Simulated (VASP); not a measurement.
## As10Se12S3: single point with PBE+D3(BJ)

The system is As10Se12S3.

```
CELL_PARAMETERS angstrom
8.81865 0.24058 0.29228
0.24058 8.95843 0.22055
0.29228 0.22055 8.85651
ATOMIC_POSITIONS crystal
As 0.02190 0.59824 0.70127
As 0.27292 0.00693 0.99254
As 0.70869 0.66936 0.53134
As 0.05002 0.87792 0.50080
As 0.54577 0.45244 0.44819
As 0.56802 0.50073 0.09900
As 0.73663 0.54067 0.80867
As 0.93954 0.31519 0.62963
As 0.25353 0.23202 0.85816
As 0.58396 0.01908 0.40442
S 0.49394 0.82573 0.14613
S 0.18964 0.34621 0.59935
S 0.35686 0.68640 0.26751
Se 0.87188 0.06232 0.42234
Se 0.01347 0.92604 0.93822
Se 0.78874 0.57729 0.13676
Se 0.72504 0.12317 0.17745
Se 0.53988 0.93773 0.88180
Se 0.34393 0.61828 0.87546
Se 0.37773 0.70181 0.52687
Se 0.92533 0.53685 0.44703
Se 0.14654 0.98457 0.28511
Se 0.19447 0.40608 0.03122
Se 0.52991 0.27458 0.69937
Se 0.40385 0.21459 0.27290
```

| Quantity | Value |
| --- | --- |
| Program | VASP 6.6.1 |
| Task | single point |
| Functional | PBE |
| Dispersion | D3(BJ) |
| Potentials or basis | VASP PAW PBE potentials, release 64 (As, S, Se) |
| Cutoff | 520 eV |
| k mesh | 1 × 1 × 1, shifted |
| Occupations | fermi-dirac, width 0.1637 eV |
| Spin | no spin polarisation |

```yaml
Pressure: 0.0 GPa
Largest_force: 3.001 eV/Å
Band_gap_on_the_k_mesh: 0.14 eV
Dispersion_energy_per_atom: -0.298 eV
```

Forces in eV/Å, atoms in the order of the input:
```
As   0.059  0.036  0.266
As  -0.202 -2.490  1.074
As  -1.783  0.285  0.742
As   0.165 -1.469  1.940
As  -0.168  0.053  1.056
As  -2.386 -0.871 -0.367
As   0.275  0.359 -0.762
As  -0.665 -0.214  0.018
As   0.681  1.374 -2.580
As  -0.425  0.831 -0.977
S    0.576  0.774  0.038
S   -0.054 -0.068  0.160
S   -0.301 -0.805 -0.143
Se  -0.884  1.362  0.436
Se   0.981  0.258 -0.230
Se   2.244  0.704  0.354
Se  -0.489 -0.442  0.343
Se  -0.441 -0.019 -0.721
Se  -0.385 -0.340  0.180
Se  -0.722 -0.451  0.563
Se   2.029 -0.802 -0.482
Se   1.345  0.851 -1.015
Se   0.148  1.389  0.169
Se   0.231  0.111 -0.378
Se   0.171 -0.418  0.319
```

Stress tensor (GPa, compression positive):
```
 1.29 -1.16  0.41
-1.16 -0.34 -0.08
 0.41 -0.08 -0.82
```

Levels at points of the mesh, in eV from the valence-band top:
```csv
k point,band 66,band 67,band 68,band 69,band 70,band 71,band 72,band 73,band 74,band 75
"(0.25, 0.25, 0.25)",-0.52,-0.43,-0.23,-0.11,0.00,0.14,0.33,0.44,0.62,0.70
```

It took 110 s on 1 thread of Intel(R) Xeon(R) 6975P-C (Granite Rapids) (shared host), peak memory 0.67 GiB.

Caveat: the k points lie up to 0.71 Å⁻¹ apart.
